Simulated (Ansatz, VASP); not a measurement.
**CuO in VASP and in Ansatz**

File INCAR:

```
PREC     = Accurate       # precision mode
ENCUT    = 700            # plane-wave cutoff, eV
EDIFF    = 1E-6           # SCF threshold, eV
ISMEAR   = -1             # smearing method
SIGMA    = 0.05           # smearing width, eV
LREAL    = False          # projectors in reciprocal space
LASPH    = True           # aspherical terms in the spheres
NELM     = 120            # most SCF steps
ALGO     = Normal         # electronic algorithm
ISIF     = 2              # what is computed and relaxed
LWAVE    = False          # write WAVECAR
LCHARG   = True           # write CHGCAR
GGA      = PE             # functional
LELF     = True           # ELF
LVHAR    = True         
NBANDS   = 20             # bands
GGA_COMPAT= False
```

Contents of KPOINTS:

```
Automatic mesh
0
Gamma
  6 6 6
```

File POSCAR:

```
CuO
1.0
    0.0000000000      2.1165600000      2.1165600000
    2.1165600000      0.0000000000      2.1165600000
    2.1165600000      2.1165600000      0.0000000000
Cu O
1 1
Direct
    0.0294977200      0.0281008700      0.9080259900
    0.4705022800      0.4718991300      0.5919740100
```

input.yaml

```yaml
crystal:
  lattice:
    - [0.0, 2.11656, 2.11656]
    - [2.11656, 0.0, 2.11656]
    - [2.11656, 2.11656, 0.0]
  atoms:
    - { symbol: Cu, position: [0.02949772, 0.02810087, 0.90802599] }
    - { symbol: O, position: [0.47050228, 0.47189913, 0.59197401] }
hamiltonian:
  xc: pbe
  pseudopotentials: { kind: paw }
kpoints:
  mp_grid: { grid: [6, 6, 6] }
scf:
  occupations: { method: fermi_dirac, width: 0.05 }
output:
  forces: true
  stress: true
  eigenvalues: true
```

Alike in both runs: task single point; functional PBE; k mesh 6 × 6 × 6; occupations fermi-dirac, width 0.05 eV; no spin polarisation.

```csv
,VASP,Ansatz
version,VASP 6.6.1,Ansatz 0.2.0
potentials or method,"VASP PAW PBE potentials, release 64 (Cu_sv_GW, O)",Ansatz PAW
plane-wave cutoff (eV),700,420
valence electrons in the cell,25,25
```

Ansatz gave:

| Quantity | Value |
| --- | --- |
| gap on the k mesh at the Fermi level (eV) | none |
| pressure (GPa) | 18.6 |
| traceless stress, the component that is largest in VASP (GPa) | -4.25 |
| rms of the force components (eV/Å) | 0.511 |

Task: Which values does VASP return?

Result: gap on the k mesh at the Fermi level (eV): none; pressure (GPa): 15.6; traceless stress, the component that is largest in VASP (GPa): -4.31; rms of the force components (eV/Å): 0.526.

Atom by atom the forces differ by 0.015 eV/Å (rms over components). A gap of «none» marks a metal or a gap that the smearing closes.

The k mesh is coarse, so the values compare programs but aren't converged.
